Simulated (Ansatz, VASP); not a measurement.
**Two plane-wave programs on Cs2BrF**

```
CELL_PARAMETERS angstrom
2.27635 1.31425 7.77249
-2.27635 1.31425 7.77249
0.00000 -2.62850 7.77249
ATOMIC_POSITIONS crystal
Cs 0.26616 0.26616 0.26616
Cs 0.73384 0.73384 0.73384
Br 0.50000 0.50000 0.50000
F 0.00000 0.00000 0.00000
```

Alike in both runs: functional PBEsol; k mesh 6 × 6 × 6; occupations gaussian, width 0.02 eV; no spin polarisation.

Ansatz relaxed the structure, and its values are those at the end. VASP's run is a single point on that final structure, the one shown.

```csv
,VASP,Ansatz
version,VASP 6.6.1,Ansatz 0.2.0
potentials or method,"VASP PAW PBE potentials, release 64 (Cs_sv, Br, F), cutoff 520 eV","scalar-relativistic, plane waves, PAW"
valence electrons in the cell,32,32
```

|  | VASP | Ansatz | Ansatz less VASP |
| --- | --- | --- | --- |
| gap on the k mesh at the Fermi level (eV) | 4.37 | 4.38 | +0.013 |
| least direct gap on the mesh (eV) | 4.37 | 4.38 | +0.013 |
| pressure (GPa) | 0.0 | 0.0 | -0.02 |

VASP's potentials were made for PBE, not for PBEsol.

Neither program's run includes spin-orbit coupling.
